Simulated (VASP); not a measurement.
# Re (Fm-3m) in VASP: a series of runs, part 2 of 2

VASP 6.6.1.

## (4) Electric field gradients, LDA (15.25 Å³/atom)

This run uses another cell than the first one, of 15.25 Å³/atom.

File INCAR:

```
  ALGO = Normal
  EDIFF = 1E-8
  ENCUT = 520
  ISIF = 2
  ISMEAR = -1
  LASPH = True
  LCHARG = False
  LEFG = True
  LREAL = False
  LWAVE = False
  NBANDS = 10
  NELM = 100
  PREC = Accurate
  SIGMA = 0.03
```

File KPOINTS:

```
k-points
0
Gamma
  14 14 14
```

File POSCAR:

```
Re
1.0
    0.0000000000      1.9683945995      1.9683945995
    1.9683945995      0.0000000000      1.9683945995
    1.9683945995      1.9683945995      0.0000000000
Re
1
Direct
    0.0000000000      0.0000000000      0.0000000000
```

Potentials or basis: VASP PAW LDA potentials, release 64 (Re).

Run with:

```console
cat potpaw_LDA.64/Re/POTCAR > POTCAR
mpirun -np 1 vasp_std > vasp.out
```

OUTCAR:

```text
EDIFF = 1E-8
   ENCUT = 520
   ISIF = 2
   ISMEAR = -1
   LASPH = True
   LREAL = False
   NELM = 100
   PREC = Accurate

 ion  position               nearest neighbor table
   1  0.000  0.000  0.000-

  LATTYP: Found a face centered cubic cell.
 ALAT       =     3.9367891990

  Lattice vectors:

 A1 = (   0.0000000000,   1.9683945995,   1.9683945995)
 A2 = (   1.9683945995,   0.0000000000,   1.9683945995)
 A3 = (   1.9683945995,   1.9683945995,   0.0000000000)

Analysis of symmetry for initial positions (statically):
=====================================================================
 Subroutine PRICEL returns:
 Original cell was already a primitive cell.

 Routine SETGRP: Setting up the symmetry group for a
 face centered cubic supercell.

 Subroutine GETGRP returns: Found 48 space group operations
[... 492 lines left out ...]
  external PRESSURE =    -201.4801267 kB  Pullay stress =       0.0000000 kB

 VOLUME and BASIS-vectors are now :
 -----------------------------------------------------------------------------
  energy-cutoff  :      520.00
  volume of cell :       15.25
      direct lattice vectors                 reciprocal lattice vectors
     0.000000000  1.968394600  1.968394600    -0.254014109  0.254014109  0.254014109
     1.968394600  0.000000000  1.968394600     0.254014109 -0.254014109  0.254014109
     1.968394600  1.968394600  0.000000000     0.254014109  0.254014109 -0.254014109

 POSITION                                       TOTAL-FORCE (eV/Angst)
 -----------------------------------------------------------------------------------
      0.00000      0.00000      0.00000         0.000000      0.000000      0.000000
 -----------------------------------------------------------------------------------
    total drift:                               -0.000000      0.000000      0.000000

  FREE ENERGIE OF THE ION-ELECTRON SYSTEM (eV)
  ---------------------------------------------------
  free  energy   TOTEN  =       -13.6364253154 eV

  energy  without entropy=      -13.6326901939  energy(sigma->0) =      -13.63455775

 Electric field gradients (V/A^2)
---------------------------------------------------------------------
 ion       V_xx      V_yy      V_zz      V_xy      V_xz      V_yz
---------------------------------------------------------------------
   1      -0.000    -0.000    -0.000     0.000     0.000     0.000
---------------------------------------------------------------------

 Electric field gradients after diagonalization (V/A^2)
 (convention: |V_zz| > |V_xx| > |V_yy|)
----------------------------------------------------------------------
 ion       V_xx      V_yy      V_zz     asymmetry (V_yy - V_xx)/ V_zz
----------------------------------------------------------------------
   1      -0.000    -0.000     0.000       0.000
----------------------------------------------------------------------

           NMR quadrupolar parameters

 Cq : quadrupolar parameter    Cq=e*Q*V_zz/h
 eta: asymmetry parameters     (V_yy - V_xx)/ V_zz
 Q  : nuclear electric quadrupole moment in mb (millibarn)
----------------------------------------------------------------------
 ion       Cq(MHz)       eta       Q (mb)
----------------------------------------------------------------------
   1       0.000       0.000       1.000
----------------------------------------------------------------------
```

OSZICAR:

```text
N       E                     dE             d eps       ncg     rms          rms(c)
DAV:   1     0.856027692274E+01    0.85603E+01   -0.32594E+03  2764   0.627E+02
DAV:   2    -0.135037143976E+02   -0.22064E+02   -0.19653E+02  2754   0.132E+02
DAV:   3    -0.144105931284E+02   -0.90688E+00   -0.83484E+00  3266   0.386E+01
DAV:   4    -0.144145270875E+02   -0.39340E-02   -0.39310E-02  3246   0.131E+00
DAV:   5    -0.144145301975E+02   -0.31100E-05   -0.31110E-05  2806   0.346E-02    0.282E+01
DAV:   6    -0.138199985694E+02    0.59453E+00   -0.55310E-01  3320   0.113E+01    0.113E+01
DAV:   7    -0.136417570808E+02    0.17824E+00   -0.36378E-01  3314   0.866E+00    0.450E-01
DAV:   8    -0.136370874893E+02    0.46696E-02   -0.18550E-03  2838   0.280E-01    0.146E-01
DAV:   9    -0.136364232053E+02    0.66428E-03   -0.33568E-04  2848   0.102E-01    0.248E-02
DAV:  10    -0.136364254536E+02   -0.22483E-05   -0.14472E-05  2858   0.266E-02    0.858E-03
DAV:  11    -0.136364253487E+02    0.10487E-06   -0.10605E-07  2566   0.500E-03    0.149E-03
DAV:  12    -0.136364253153E+02    0.33457E-07   -0.40996E-08  2534   0.281E-03    0.504E-04
DAV:  13    -0.136364253154E+02   -0.84071E-10   -0.82913E-10  1358   0.280E-04
   1 F= -.13636425E+02 E0= -.13634558E+02  d E =-.373512E-02
```

stdout:

```text
POSCAR found type information on POSCAR Re
 POSCAR found :  1 types and       1 ions
 scaLAPACK will be used
 LDA part: xc-table for (Slater(with rela. corr.)+CA(PZ))
 , standard interpolation
 POSCAR, INCAR and KPOINTS ok, starting setup
 FFT: planning ... GRIDC
 FFT: planning ... GRID_SOFT
 FFT: planning ... GRID
 WAVECAR not read
 entering main loop
ion   1
```

Wall time 20 s (1 thread of Intel Xeon 8259CL, shared host); peak memory 0.14 GiB.

Results:

```
Free energy                             : -13.6364 eV
Pressure                                : -20.1 GPa
Band gap on the k mesh                  : zero (an odd number of electrons rules out a gap without spin polarisation)
Largest electric field gradient by atom : zero within the noise of the run
```

Caveat: the cell stands under tension; spin-orbit coupling is left out, which moves the levels of the heavy elements.

## (5) Electric field gradients, LDA (15.72 Å³/atom)

This run uses another cell than the first one, of 15.72 Å³/atom.

File INCAR:

```
PREC = Accurate
ENCUT = 520
EDIFF = 1E-8
ISMEAR = -1
SIGMA = 0.03
LREAL = F
LASPH = T
NELM = 60
ALGO = Normal
ISIF = 2
LWAVE = F
LCHARG = F
LEFG = T
NBANDS = 10
```

File KPOINTS:

```
Automatic mesh
0
Gamma
  14 14 14
```

File POSCAR:

```
Re
1.0
    0.0000000000      1.9880798514      1.9880798514
    1.9880798514      0.0000000000      1.9880798514
    1.9880798514      1.9880798514      0.0000000000
Re
1
Direct
    0.0000000000      0.0000000000      0.0000000000
```

Potentials or basis: VASP PAW LDA potentials, release 64 (Re).

Run with:

```console
cat potpaw_LDA.64/Re/POTCAR > POTCAR
mpirun -np 1 vasp_std > vasp.out
```

OUTCAR:

```text
PREC = Accurate
   ENCUT = 520
   EDIFF = 1E-8
   ISMEAR = -1
   LREAL = F
   LASPH = T
   NELM = 60
   ISIF = 2

 ion  position               nearest neighbor table
   1  0.000  0.000  0.000-

  LATTYP: Found a face centered cubic cell.
 ALAT       =     3.9761597028

  Lattice vectors:

 A1 = (   0.0000000000,   1.9880798514,   1.9880798514)
 A2 = (   1.9880798514,   0.0000000000,   1.9880798514)
 A3 = (   1.9880798514,   1.9880798514,   0.0000000000)

Analysis of symmetry for initial positions (statically):
=====================================================================
 Subroutine PRICEL returns:
 Original cell was already a primitive cell.

 Routine SETGRP: Setting up the symmetry group for a
 face centered cubic supercell.

 Subroutine GETGRP returns: Found 48 space group operations
 (whereof 48 operations were pure point group operations)
 out of a pool of 48 trial point group operations.

The static configuration has the point symmetry O_h .

Analysis of symmetry for dynamics (positions and initial velocities):
=====================================================================
 Subroutine PRICEL returns:
 Original cell was already a primitive cell.

 Routine SETGRP: Setting up the symmetry group for a
 face centered cubic supercell.

 Subroutine GETGRP returns: Found 48 space group operations
 (whereof 48 operations were pure point group operations)
 out of a pool of 48 trial point group operations.

The dynamic configuration has the point symmetry O_h .

 Subroutine INISYM returns: Found 48 space group operations
 (whereof 48 operations are pure point group operations),
 and found     1 'primitive' translations

----------------------------------------------------------------------------------------

                                     Primitive cell

  volume of cell :      15.7156

  direct lattice vectors                    reciprocal lattice vectors
     0.000000000  1.988079851  1.988079851    -0.251498952  0.251498952  0.251498952
     1.988079851  0.000000000  1.988079851     0.251498952 -0.251498952  0.251498952
     1.988079851  1.988079851  0.000000000     0.251498952  0.251498952 -0.251498952

  length of vectors
     2.811569489  2.811569489  2.811569489     0.435608964  0.435608964  0.435608964

  position of ions in fractional coordinates (direct lattice)
     0.000000000  0.000000000  0.000000000

  ion indices of the primitive-cell ions
   primitive index   ion index
                 1           1

----------------------------------------------------------------------------------------

 KPOINTS: Automatic mesh

Automatic generation of k-mesh.
 Grid dimensions read from file:
 generate k-points for:   14   14   14

 Generating k-lattice:

  Cartesian coordinates                     Fractional coordinates (reciprocal lattice)
    -0.017964211  0.017964211  0.017964211     0.071428571  0.000000000  0.000000000
[... 64 lines left out ...]
   NFREE  =      0    steps in history (QN), initial steepest desc. (CG)
   ISIF   =      2    stress and relaxation
   ISYM   =      2    0-nonsym 1-usesym 2-fastsym
   POTIM  = 0.5000    time-step for ionic-motion
   TEBEG  =    0.0;   TEEND  =   0.0 temperature during run
   PSTRESS=    0.0 pullay stress
   NELECT =       7.0000    total number of electrons
   NUPDOWN=      -1.0000    fix difference up-down
   EMIN   =  10.00;   EMAX   =-10.00  energy-range for DOS
   EFERMI =   0.00;   METHOD = LEGACY
   ISMEAR =    -1;   SIGMA  =   0.03  broadening in eV -4-tet -1-fermi 0-gaus
   EFERMI_NEDOS =   21; number of points for ismear=-14 and -15
   IALGO  =     38    algorithm
   IMIX   =      4    mixing-type and parameters
     AMIX     =   0.40;   BMIX     =  1.00
     AMIX_MAG =   1.60;   BMIX_MAG =  1.00
  volume/ion in A,a.u.               =      15.72       106.05
  Fermi-wavevector in a.u.,A,eV,Ry     =   1.250250  2.362631 21.267623  1.563126
  Thomas-Fermi vector in A             =   2.384253
   LORBIT       =      0    0 simple, 1 ext, 2 COOP (PROOUT), +10 PAW based schemes
   GGA     = CA    functional components
   LHFCALC =     F    Hartree Fock is set to
   AEXX    =    0.0000 exact exchange contribution
   IVDW    =     0    specifies the selected vdW correction
   LEPSILON=     F    determine dielectric tensor
   LRPA    =     F    only Hartree local field effects (RPA)
 non-spin polarized calculation
  energy-cutoff  :      520.00
  volume of cell :       15.72
 maximum number of plane-waves:       444
 NGX is ok and might be reduce to    24
   NGX = 11   NGY = 11   NGZ = 11

 number of electron       7.0000000 magnetization

 Free energy of the ion-electron system (eV)
  ---------------------------------------------------
  ext. energy  EPLUGINS =         0.00000000
  ---------------------------------------------------
  free energy    TOTEN  =       -13.56575090 eV

  energy without entropy =      -13.56163503  energy(sigma->0) =      -13.56369297

 E-fermi :   7.2654     XC(G=0): -13.4892

 val. band max:        7.2332792187   @ k =  -0.2143   0.2857   0.0714
 cond. band min:       7.2858334054   @ k =  -0.1429   0.1429   0.0000
 fundamental gap:      0.0525541867
 Fermi energy:         7.2654049830

 k-point     1 :       0.0000    0.0000    0.0000
  band No.  band energies     occupation
      1      -2.3057      2.00000
      2       5.5331      2.00000
      3       5.5331      2.00000
      4       5.5331      2.00000
      5       8.4009      0.00000
      6       8.4009      0.00000
      7      21.2066      0.00000
      8      26.4439      0.00000
      9      26.4439      0.00000
     10      26.4439      0.00000
[... 287 lines left out ...]
 k-point    24 :       0.2857    0.1429    0.0000
  band No.  band energies     occupation
      1       0.3926      2.00000
      2       4.0038      2.00000
      3       5.8021      2.00000
      4       6.6697      2.00000
      5       8.0183      0.00000
      6       9.4210      0.00000
      7      22.2950      0.00000
      8      25.2899      0.00000
      9      27.2798      0.00000
     10      27.9867      0.00000

 [... further k-points ...]
[... 5 lines left out ...]
  --------------------------------------------------------------------------------------
  -------------------------------------------------------------------------------------
  Total       -2.8307507     -2.8307507     -2.8307507     -0.0000000      0.0000000      0.0000000
  in kB     -288.5896375   -288.5896375   -288.5896375     -0.0000000      0.0000000      0.0000000
  external PRESSURE =    -288.5896375 kB  Pullay stress =       0.0000000 kB

 VOLUME and BASIS-vectors are now :
 -----------------------------------------------------------------------------
  energy-cutoff  :      520.00
  volume of cell :       15.72
      direct lattice vectors                 reciprocal lattice vectors
     0.000000000  1.988079851  1.988079851    -0.251498952  0.251498952  0.251498952
     1.988079851  0.000000000  1.988079851     0.251498952 -0.251498952  0.251498952
     1.988079851  1.988079851  0.000000000     0.251498952  0.251498952 -0.251498952

 POSITION                                       TOTAL-FORCE (eV/Angst)
 -----------------------------------------------------------------------------------
      0.00000      0.00000      0.00000         0.000000      0.000000      0.000000
 -----------------------------------------------------------------------------------
    total drift:                               -0.000000      0.000000      0.000000

  FREE ENERGIE OF THE ION-ELECTRON SYSTEM (eV)
  ---------------------------------------------------
  free  energy   TOTEN  =       -13.5657509034 eV

  energy  without entropy=      -13.5616350319  energy(sigma->0) =      -13.56369297

 Electric field gradients (V/A^2)
---------------------------------------------------------------------
 ion       V_xx      V_yy      V_zz      V_xy      V_xz      V_yz
---------------------------------------------------------------------
   1       0.000    -0.000    -0.000     0.000     0.000     0.000
---------------------------------------------------------------------

 Electric field gradients after diagonalization (V/A^2)
 (convention: |V_zz| > |V_xx| > |V_yy|)
----------------------------------------------------------------------
 ion       V_xx      V_yy      V_zz     asymmetry (V_yy - V_xx)/ V_zz
----------------------------------------------------------------------
   1      -0.000    -0.000     0.000       0.000
----------------------------------------------------------------------

           NMR quadrupolar parameters

 Cq : quadrupolar parameter    Cq=e*Q*V_zz/h
 eta: asymmetry parameters     (V_yy - V_xx)/ V_zz
 Q  : nuclear electric quadrupole moment in mb (millibarn)
----------------------------------------------------------------------
 ion       Cq(MHz)       eta       Q (mb)
----------------------------------------------------------------------
   1       0.000       0.000       1.000
----------------------------------------------------------------------
```

OSZICAR:

```text
N       E                     dE             d eps       ncg     rms          rms(c)
DAV:   1     0.968712487831E+01    0.96871E+01   -0.33335E+03  2718   0.634E+02
DAV:   2    -0.132856141633E+02   -0.22973E+02   -0.20263E+02  2770   0.135E+02
DAV:   3    -0.143703606287E+02   -0.10847E+01   -0.10356E+01  3332   0.424E+01
DAV:   4    -0.143743532390E+02   -0.39926E-02   -0.39916E-02  3238   0.150E+00
DAV:   5    -0.143743568078E+02   -0.35688E-05   -0.35695E-05  2826   0.370E-02    0.267E+01
DAV:   6    -0.137484046246E+02    0.62595E+00   -0.62519E-01  3316   0.119E+01    0.102E+01
DAV:   7    -0.135711912857E+02    0.17721E+00   -0.38083E-01  3312   0.880E+00    0.564E-01
DAV:   8    -0.135663831861E+02    0.48081E-02   -0.19938E-03  2750   0.291E-01    0.170E-01
DAV:   9    -0.135657499215E+02    0.63326E-03   -0.34481E-04  2924   0.105E-01    0.212E-02
DAV:  10    -0.135657509822E+02   -0.10607E-05   -0.13884E-05  2808   0.260E-02    0.970E-03
DAV:  11    -0.135657509626E+02    0.19603E-07   -0.15555E-07  2688   0.619E-03    0.119E-03
DAV:  12    -0.135657509049E+02    0.57751E-07   -0.59110E-08  2486   0.289E-03    0.694E-04
DAV:  13    -0.135657509034E+02    0.14805E-08   -0.10401E-09  1366   0.264E-04
   1 F= -.13565751E+02 E0= -.13563693E+02  d E =-.411587E-02
```

stdout:

```text
POSCAR found type information on POSCAR Re
 POSCAR found :  1 types and       1 ions
 scaLAPACK will be used
 LDA part: xc-table for (Slater(with rela. corr.)+CA(PZ))
 , standard interpolation
 POSCAR, INCAR and KPOINTS ok, starting setup
 FFT: planning ... GRIDC
 FFT: planning ... GRID_SOFT
 FFT: planning ... GRID
 WAVECAR not read
 entering main loop
ion   1
```

Run time: 19 s. Hardware: 1 thread of Intel Xeon 8259CL, shared host; peak memory 0.14 GiB.

Results:

- Free energy: -13.5658 eV
- Pressure: -28.9 GPa
- Band gap on the k mesh: zero (an odd number of electrons rules out a gap without spin polarisation)
- Largest electric field gradient by atom: zero within the noise of the run

Caveat: the cell stands under tension; spin-orbit coupling is left out, which moves the levels of the heavy elements.

## (6) Overview

```csv
cell,gap on the mesh (eV),pressure (GPa)
"a = 2.755 Å, angles 60.0°, 1 atom",none,-9.8
"a = 2.784 Å, angles 60.0°, 1 atom",none,-20.1
"a = 2.812 Å, angles 60.0°, 1 atom",none,-28.9
```

Alike in all rows: task electric field gradients; level LDA; potentials or basis VASP PAW LDA potentials, release 64 (Re); no spin polarisation; k mesh 14 × 14 × 14; cutoff (eV) 520; smearing fermi-dirac 0.03 eV.

Caveats: the cell stands under tension; spin-orbit coupling is left out, which moves the levels of the heavy elements.

Total energies depend on the potentials used, so only differences within one code and one set of settings carry meaning.
